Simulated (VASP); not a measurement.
GaAs, 2 atoms in the cell. It takes space group F-43m (No. 216, cubic). Conventional cell: a = 5.750 Å, b = 5.750 Å, c = 5.750 Å, α = 90.00°, β = 90.00°, γ = 90.00°. Ga (site symmetry -43m) has 4 As at 2.49 Å within 3.3 Å. As (site symmetry -43m) has 4 Ga at 2.49 Å within 3.3 Å. 

| Item | Value |
| --- | --- |
| Program | VASP 6.6.1 |
| Task | single point |
| Functional | PBE |
| Potentials or basis | VASP PAW PBE potentials, release 64 (Ga_d, As) |
| Cutoff | 500 eV |
| k mesh | 2 × 2 × 2, shifted |
| Occupations | gaussian, width 0.1 eV |
| Spin | no spin polarisation |
| Dipole correction | no |
| Further INCAR settings | ALGO = Normal; EDIFF = 1e-06; NBANDS = 16; ISYM = 0 |

Potentials or basis: VASP PAW PBE potentials, release 64 (Ga_d, As).

Launch:

```console
$ cat potpaw_PBE.64/Ga_d/POTCAR potpaw_PBE.64/As/POTCAR > POTCAR
$ mpirun -np 1 vasp_std > vasp.out
```

Hardware: 1 thread of AMD EPYC 9R45 96-Core Processor (Zen 5) (shared host).

Question: How long does it take, and how much memory?

Answer: Wall time 13 s on 1 thread of AMD EPYC 9R45 96-Core Processor (Zen 5) (shared host), peak memory 0.15 GiB. Counts: scf iterations 12, k points 32.
